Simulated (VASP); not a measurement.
# SrCl2 (Fm-3m) in VASP: settings compared

SrCl2 is run at these levels: LDA, revPBE; tasks: density of states.

Everything below comes from runs of VASP 6.6.1. Logs are shortened: lines on timing, memory, paths and dates and some standing lists are left out, and cuts for length are marked.

## Step 1: The cell of the first run

It takes space group Fm-3m (No. 225, cubic). Conventional cell: a = 6.977 Å, b = 6.977 Å, c = 6.977 Å, α = 90.00°, β = 90.00°, γ = 90.00°. Within 4.0 Å of Sr (site symmetry m-3m) lie 8 Cl at 3.02 Å. Within 4.0 Å of Cl (site symmetry -43m) lie 4 Sr at 3.02 Å and 6 Cl at 3.49 Å.

## Step 2: Density of states, LDA

The input, POSCAR:

```
SrCl2
1.0
    0.0000000000      3.4883500000      3.4883500000
    3.4883500000      0.0000000000      3.4883500000
    3.4883500000      3.4883500000      0.0000000000
Sr Cl
1 2
Direct
    0.0000000000      0.0000000000      0.0000000000
    0.7500000000      0.7500000000      0.7500000000
    0.2500000000      0.2500000000      0.2500000000
```

The input, INCAR.step1:

```
SYSTEM = SrCl2
PREC     = Accurate       ! precision mode
ENCUT    = 520            ! plane-wave cutoff, eV
EDIFF    = 1E-6           ! SCF threshold, eV
ISMEAR   = -1             ! smearing method
SIGMA    = 0.05           ! smearing width, eV
LREAL    = .FALSE.        ! projectors in reciprocal space
LASPH    = .TRUE.         ! aspherical terms in the spheres
NELM     = 80             ! most SCF steps
ALGO     = Normal         ! electronic algorithm
ISIF     = 2              ! what is computed and relaxed
LWAVE    = .FALSE.        ! write WAVECAR
LCHARG   = .TRUE.         ! write CHGCAR
NBANDS   = 19             ! bands
```

The input, KPOINTS.step1:

```
regular mesh
0
G
  4 4 4
  0 0 0
```

The input, INCAR.step2:

```
SYSTEM = SrCl2
PREC     = Accurate       ! precision mode
ENCUT    = 520            ! plane-wave cutoff, eV
EDIFF    = 1E-6           ! SCF threshold, eV
ISMEAR   = -5             ! smearing method
SIGMA    = 0.05           ! smearing width, eV
LREAL    = .FALSE.        ! projectors in reciprocal space
LASPH    = .TRUE.         ! aspherical terms in the spheres
NELM     = 80             ! most SCF steps
ALGO     = Normal         ! electronic algorithm
ISIF     = 2              ! what is computed and relaxed
LWAVE    = .FALSE.        ! write WAVECAR
LCHARG   = .FALSE.        ! write CHGCAR
LORBIT   = 11             ! projections on sites
NBANDS   = 19             ! bands
NEDOS    = 1001           ! points of the DOS
ICHARG   = 11             ! starting density
```

The input, KPOINTS.step2:

```
regular mesh
0
G
  6 6 6
  0 0 0
```

Potentials or basis: VASP PAW LDA potentials, release 64 (Sr_sv, Cl).

On the command line:

```console
cat potpaw_LDA.64/Sr_sv/POTCAR potpaw_LDA.64/Cl/POTCAR > POTCAR
cp INCAR.step1 INCAR
cp KPOINTS.step1 KPOINTS
mpirun -np 1 vasp_std > vasp.out
cp INCAR.step2 INCAR
cp KPOINTS.step2 KPOINTS
mpirun -np 1 vasp_std > vasp.out
```

OUTCAR:

```text
SYSTEM = SrCl2
   PREC = Accurate
   ENCUT = 520
   EDIFF = 1E-6
   ISMEAR = -5
   LREAL = .FALSE.
   LASPH = .TRUE.
   NELM = 80
   ISIF = 2
   LORBIT = 11
   ICHARG = 11

 ion  position               nearest neighbor table
   1  0.000  0.000  0.000-   2 3.02   2 3.02   2 3.02   2 3.02   3 3.02   3 3.02   3 3.02   3 3.02

   2  0.750  0.750  0.750-   1 3.02   1 3.02   1 3.02   1 3.02
   3  0.250  0.250  0.250-   1 3.02   1 3.02   1 3.02   1 3.02

  LATTYP: Found a face centered cubic cell.
 ALAT       =     6.9767000000

  Lattice vectors:

 A1 = (   0.0000000000,   3.4883500000,   3.4883500000)
 A2 = (   3.4883500000,   0.0000000000,   3.4883500000)
 A3 = (   3.4883500000,   3.4883500000,   0.0000000000)

Analysis of symmetry for initial positions (statically):
=====================================================================
 Subroutine PRICEL returns:
 Original cell was already a primitive cell.

 Routine SETGRP: Setting up the symmetry group for a
 face centered cubic supercell.

 Subroutine GETGRP returns: Found 48 space group operations
 (whereof 48 operations were pure point group operations)
 out of a pool of 48 trial point group operations.

The static configuration has the point symmetry O_h .

Analysis of symmetry for dynamics (positions and initial velocities):
=====================================================================
 Subroutine PRICEL returns:
 Original cell was already a primitive cell.

 Routine SETGRP: Setting up the symmetry group for a
 face centered cubic supercell.

 Subroutine GETGRP returns: Found 48 space group operations
 (whereof 48 operations were pure point group operations)
 out of a pool of 48 trial point group operations.

The dynamic configuration has the point symmetry O_h .

 Subroutine INISYM returns: Found 48 space group operations
 (whereof 48 operations are pure point group operations),
 and found     1 'primitive' translations

----------------------------------------------------------------------------------------

                                     Primitive cell

  volume of cell :      84.8966

  direct lattice vectors                    reciprocal lattice vectors
     0.000000000  3.488350000  3.488350000    -0.143334241  0.143334241  0.143334241
     3.488350000  0.000000000  3.488350000     0.143334241 -0.143334241  0.143334241
     3.488350000  3.488350000  0.000000000     0.143334241  0.143334241 -0.143334241

  length of vectors
     4.933271880  4.933271880  4.933271880     0.248262188  0.248262188  0.248262188

  position of ions in fractional coordinates (direct lattice)
     0.000000000  0.000000000  0.000000000
     0.750000000  0.750000000  0.750000000
     0.250000000  0.250000000  0.250000000

  ion indices of the primitive-cell ions
   primitive index   ion index
                 1           1
                 2           2
                 3           3

----------------------------------------------------------------------------------------

 KPOINTS: regular mesh

Automatic generation of k-mesh.
 Grid dimensions read from file:
 generate k-points for:    6    6    6

 Generating k-lattice:

  Cartesian coordinates                     Fractional coordinates (reciprocal lattice)
    -0.023889040  0.023889040  0.023889040     0.166666667  0.000000000  0.000000000
     0.023889040 -0.023889040  0.023889040     0.000000000  0.166666667  0.000000000
     0.023889040  0.023889040 -0.023889040     0.000000000  0.000000000  0.166666667

  Length of vectors
     0.041377031  0.041377031  0.041377031

  Shift w.r.t. Gamma in fractional coordinates (k-lattice)
     0.000000000  0.000000000  0.000000000

 TETIRR: Found     35 inequivalent tetrahedra from     1296

 Subroutine IBZKPT returns following result:
 ===========================================

 Found     16 irreducible k-points:

 Following reciprocal coordinates:
            Coordinates               Weight
  0.000000  0.000000  0.000000      1.000000
  0.166667  0.000000  0.000000      8.000000
  0.333333  0.000000  0.000000      8.000000
  0.500000  0.000000  0.000000      4.000000
  0.166667  0.166667  0.000000      6.000000
  0.333333  0.166667  0.000000     24.000000
[... 8 lines left out ...]
 -0.333333  0.333333  0.166667     24.000000
 -0.333333  0.500000  0.166667     12.000000
   k-points           NKPTS =     16   k-points in BZ     NKDIM =     16   number of bands    NBANDS=     19
   number of dos      NEDOS =   1001   number of ions     NIONS =      3
   total plane-waves  NPLWV =  64000
   dimension x,y,z NGX =    40 NGY =   40 NGZ =   40
   dimension x,y,z NGXF=    80 NGYF=   80 NGZF=   80
   ions per type =               1   2
   NGX,Y,Z   is equivalent  to a cutoff of  13.48, 13.48, 13.48 a.u.
   NGXF,Y,Z  is equivalent  to a cutoff of  26.96, 26.96, 26.96 a.u.
 SYSTEM =  SrCl2
   PREC   = accura    normal or accurate (medium, high low for compatibility)
   ISTART =      0    job   : 0-new  1-cont  2-samecut
   ICHARG =     11    charge: 1-file 2-atom 10-const
   ISPIN  =      1    spin polarized calculation?
   LNONCOLLINEAR =      F non collinear calculations
   LSORBIT =      F    spin-orbit coupling
   LASPH  =      T    aspherical Exc in radial PAW
   ENCUT  =  520.0 eV  38.22 Ry    6.18 a.u.   9.17  9.17  9.17*2*pi/ulx,y,z
   NELM   =     80;   NELMIN=  2; NELMDL=  0     # of ELM steps
   EDIFF  = 0.1E-05   stopping-criterion for ELM
   LREAL  =      F    real-space projection
   EDIFFG = 0.1E-04   stopping-criterion for IOM
   NSW    =      0    number of steps for IOM
   IBRION =     -1    ionic relax: 0-MD 1-quasi-New 2-CG
   NFREE  =      0    steps in history (QN), initial steepest desc. (CG)
   ISIF   =      2    stress and relaxation
   ISYM   =      2    0-nonsym 1-usesym 2-fastsym
   POTIM  = 0.5000    time-step for ionic-motion
   TEBEG  =    0.0;   TEEND  =   0.0 temperature during run
   PSTRESS=    0.0 pullay stress
   NELECT =      24.0000    total number of electrons
   NUPDOWN=      -1.0000    fix difference up-down
   EMIN   =  10.00;   EMAX   =-10.00  energy-range for DOS
   EFERMI =   0.00;   METHOD = LEGACY
   ISMEAR =    -5;   SIGMA  =   0.05  broadening in eV -4-tet -1-fermi 0-gaus
   EFERMI_NEDOS =   21; number of points for ismear=-14 and -15
   IALGO  =     38    algorithm
   IMIX   =      4    mixing-type and parameters
     AMIX     =   0.40;   BMIX     =  1.00
     AMIX_MAG =   1.60;   BMIX_MAG =  1.00
  volume/ion in A,a.u.               =      28.30       190.97
  Fermi-wavevector in a.u.,A,eV,Ry     =   1.074439  2.030396 15.706833  1.154420
  Thomas-Fermi vector in A             =   2.210267
   LORBIT       =     11    0 simple, 1 ext, 2 COOP (PROOUT), +10 PAW based schemes
   GGA     = CA    functional components
   LHFCALC =     F    Hartree Fock is set to
   AEXX    =    0.0000 exact exchange contribution
   IVDW    =     0    specifies the selected vdW correction
   LEPSILON=     F    determine dielectric tensor
   LRPA    =     F    only Hartree local field effects (RPA)
 non-spin polarized calculation
 Fermi weights with tetrahedron method with Bloechl corrections
  energy-cutoff  :      520.00
  volume of cell :       84.90
 maximum number of plane-waves:      2301
 NGX is ok and might be reduce to    40

 number of electron      23.9999999 magnetization

 Free energy of the ion-electron system (eV)
  ---------------------------------------------------
  ext. energy  EPLUGINS =         0.00000000
  ---------------------------------------------------
  free energy    TOTEN  =       -14.02564253 eV

  energy without entropy =      -14.02564253  energy(sigma->0) =      -14.02564253

 E-fermi :  -0.0306     XC(G=0):  -8.7997

 val. band max:       -0.0385430237   @ k =   0.5000   0.5000   0.0000
 cond. band min:       4.8471636554   @ k =   0.0000   0.0000   0.0000
 fundamental gap:      4.8857066790
 Fermi energy:        -0.0305946047

 k-point     1 :       0.0000    0.0000    0.0000
  band No.  band energies     occupation
      1     -32.7338      2.00000
      2     -14.8349      2.00000
      3     -14.8349      2.00000
      4     -14.8349      2.00000
      5     -13.2749      2.00000
      6     -12.3918      2.00000
[... 11 lines left out ...]
     18       8.6664      0.00000
     19       9.1503      0.00000

 k-point     2 :       0.1667    0.0000    0.0000
  band No.  band energies     occupation
      1     -32.7330      2.00000
      2     -14.9279      2.00000
      3     -14.8386      2.00000
      4     -14.8386      2.00000
      5     -13.1170      2.00000
      6     -12.4507      2.00000
[... 11 lines left out ...]
     18       8.4943      0.00000
     19       9.5551      0.00000

 k-point     3 :       0.3333    0.0000    0.0000
  band No.  band energies     occupation
      1     -32.7313      2.00000
      2     -15.0738      2.00000
      3     -14.8460      2.00000
      4     -14.8460      2.00000
      5     -12.8936      2.00000
      6     -12.5056      2.00000
[... 11 lines left out ...]
     18       8.3821      0.00000
     19       8.7557      0.00000

 k-point     4 :       0.5000    0.0000    0.0000
  band No.  band energies     occupation
      1     -32.7304      2.00000
      2     -15.1336      2.00000
      3     -14.8497      2.00000
      4     -14.8497      2.00000
      5     -12.8612      2.00000
      6     -12.4616      2.00000
[... 11 lines left out ...]
     18       8.4276      0.00000
     19       8.4276      0.00000

 k-point     5 :       0.1667    0.1667    0.0000
  band No.  band energies     occupation
      1     -32.7327      2.00000
      2     -14.9499      2.00000
      3     -14.8438      2.00000
      4     -14.8438      2.00000
      5     -13.0594      2.00000
      6     -12.4749      2.00000
[... 11 lines left out ...]
     18       8.4081      0.00000
     19       8.7708      0.00000
[... 158 lines left out ...]
      2     -15.1972      2.00000
      3     -14.8705      2.00000
      4     -14.8705      2.00000
      5     -12.7063      2.00000
      6     -12.4796      2.00000
[... 11 lines left out ...]
     18       8.2594      0.00000
     19       9.6412      0.00000

 k-point    14 :       0.5000    0.3333    0.1667
  band No.  band energies     occupation
      1     -32.7301      2.00000
      2     -15.0902      2.00000
      3     -14.9310      2.00000
      4     -14.8584      2.00000
      5     -12.6625      2.00000
      6     -12.6027      2.00000
[... 11 lines left out ...]
     18       8.3793      0.00000
     19       9.4792      0.00000

 k-point    15 :      -0.3333    0.3333    0.1667
  band No.  band energies     occupation
      1     -32.7296      2.00000
      2     -15.0689      2.00000
      3     -14.9992      2.00000
      4     -14.8634      2.00000
      5     -12.6490      2.00000
      6     -12.5523      2.00000
[... 11 lines left out ...]
     18       8.7809      0.00000
     19       9.5283      0.00000

 k-point    16 :      -0.3333    0.5000    0.1667
  band No.  band energies     occupation
      1     -32.7293      2.00000
      2     -15.1225      2.00000
      3     -14.9601      2.00000
      4     -14.8708      2.00000
      5     -12.6418      2.00000
      6     -12.5293      2.00000
[... 11 lines left out ...]
     18       9.1779      0.00000
     19       9.6643      0.00000

------------------------ aborting loop because EDIFF is reached ----------------------------------------

  FORCE on cell =-STRESS in cart. coord.  units (eV):
  Direction    XX          YY          ZZ          XY          YZ          ZX
  --------------------------------------------------------------------------------------
  -------------------------------------------------------------------------------------
  Total       -1.4480661     -1.4480661     -1.4480661     -0.0000000      0.0000000     -0.0000000
  in kB      -27.3280606    -27.3280606    -27.3280606     -0.0000000      0.0000000     -0.0000000
  external PRESSURE =     -27.3280606 kB  Pullay stress =       0.0000000 kB

 VOLUME and BASIS-vectors are now :
 -----------------------------------------------------------------------------
  energy-cutoff  :      520.00
  volume of cell :       84.90
      direct lattice vectors                 reciprocal lattice vectors
     0.000000000  3.488350000  3.488350000    -0.143334241  0.143334241  0.143334241
     3.488350000  0.000000000  3.488350000     0.143334241 -0.143334241  0.143334241
     3.488350000  3.488350000  0.000000000     0.143334241  0.143334241 -0.143334241

 POSITION                                       TOTAL-FORCE (eV/Angst)
 -----------------------------------------------------------------------------------
      0.00000      0.00000      0.00000         0.000000     -0.000000     -0.000000
      5.23252      5.23252      5.23252         0.000000      0.000000      0.000000
      1.74418      1.74418      1.74418        -0.000000     -0.000000     -0.000000
 -----------------------------------------------------------------------------------
    total drift:                               -0.000000     -0.000000      0.000000

  FREE ENERGIE OF THE ION-ELECTRON SYSTEM (eV)
  ---------------------------------------------------
  free  energy   TOTEN  =       -14.0256425300 eV

  energy  without entropy=      -14.0256425300  energy(sigma->0) =      -14.02564253

 total charge

# of ion       s       p       d       tot
------------------------------------------
    1        1.997   5.761   0.161   7.919
    2        1.588   3.547   0.000   5.135
    3        1.588   3.547   0.000   5.135
--------------------------------------------------
tot          5.173  12.856   0.161  18.189
```

Run time: 22 s. Hardware: 1 thread of AMD EPYC 9R14 (Zen 4), shared host; peak memory 0.16 GiB.

What came out:

```yaml
Valence_electrons_inside_the_program's_atomic_spheres: Sr 7.92; Cl 5.13
```

Levels at points of the mesh, in eV from the valence-band top:
```
           k point  band 10  band 11  band 12  band 13  band 14  band 15
(0.00, 0.00, 0.00)    -0.35    -0.35    -0.35     4.89     5.82     5.82
(0.50, 0.00, 0.00)    -1.38    -1.08    -1.08     6.44     6.44     7.30
(0.50, 0.50, 0.00)    -0.42    -0.42     0.00     5.15     6.81     7.35
```

(Continued in part 2 of 2.)
